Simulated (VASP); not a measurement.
# Pt: single point with LDA

Pt:

```
Pt
1.0
     2.71502    0.00000    0.00000
    -1.35751    2.35128    0.00000
     0.00000    0.00000    4.65706
Pt
2
Direct
  0.33333 0.66667 0.25000
  0.66667 0.33333 0.75000
```

This isn't the form of Pt at room conditions, which is fcc.

| Quantity | Value |
| --- | --- |
| Program | VASP 6.6.1 |
| Task | single point |
| Functional | LDA |
| Potentials or basis | VASP PAW LDA potentials, release 64 (Pt) |
| Cutoff | 520 eV |
| k mesh | 22 × 22 × 11 |
| Occupations | fermi-dirac, width 0.1 eV |
| Spin | no spin polarisation |
| Dipole correction | no |
| Further INCAR settings | ALGO = Normal; EDIFF = 1e-06; NBANDS = 17 |

The pressure is 0.8 GPa and the band gap on the k mesh is zero (bands 10 and 11 overlap by 1.37 eV).

Stress tensor (GPa, compression positive):
```
1.01 0.00 0.00
0.00 1.01 0.00
0.00 0.00 0.41
```

Levels at points of the mesh, in eV from the Fermi level:
```tsv
k point	band 6	band 7	band 8	band 9	band 10	band 11	band 12	band 13	band 14	band 15
(0.00, 0.00, 0.00)	-3.36	-3.36	-2.09	-2.09	-0.93	-0.25	-0.25	5.21	14.93	15.80
(0.50, 0.00, 0.00)	-3.23	-2.97	0.05	0.28	0.52	2.36	3.91	7.56	9.18	10.06
```

It took 2.1 min on 1 thread of Intel Xeon 8259CL, with other jobs on the host, peak memory 0.23 GiB.

Caveat: spin-orbit coupling is left out, which moves the levels of the heavy elements.
